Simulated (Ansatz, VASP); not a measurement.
# One calculation of In, two programs

```
In
1.0
     2.50508    0.00000    0.00000
    -1.25254    2.16947    0.00000
     0.00000    0.00000    4.08936
In
2
Direct
  0.33333 0.66667 0.25000
  0.66667 0.33333 0.75000
```

Change from the starting cell: volume scaled by 0.4, PAW files.

Alike in both runs: task single point; functional PBE; k mesh 13 × 13 × 7; occupations fermi-dirac, width 0.08 eV; no spin polarisation.

|  | VASP | Ansatz |
| --- | --- | --- |
| version | VASP 6.6.1 | Ansatz 0.2.0 |
| potentials or method | VASP PAW PBE potentials, release 64 (In_d) | PAW with Ansatz's default frozen-core files, scalar-relativistic |
| plane-wave cutoff (eV) | 520 | 420 |
| valence electrons in the cell | 26 | 26 |

Ansatz gave:

- pressure (GPa): 328.1
- traceless stress, the component that is largest in VASP (GPa): 0.06

Question: Estimate VASP's values.

Answer: Pressure (GPa): 329.8; traceless stress, the component that is largest in VASP (GPa): 0.07.

Both programs put the cell under a high pressure, so it lies far from rest at this level. The functional is the same, so the differences come from potentials, cutoffs and numerics.

Noted on VASP's run: the cell as given lies far from equilibrium.
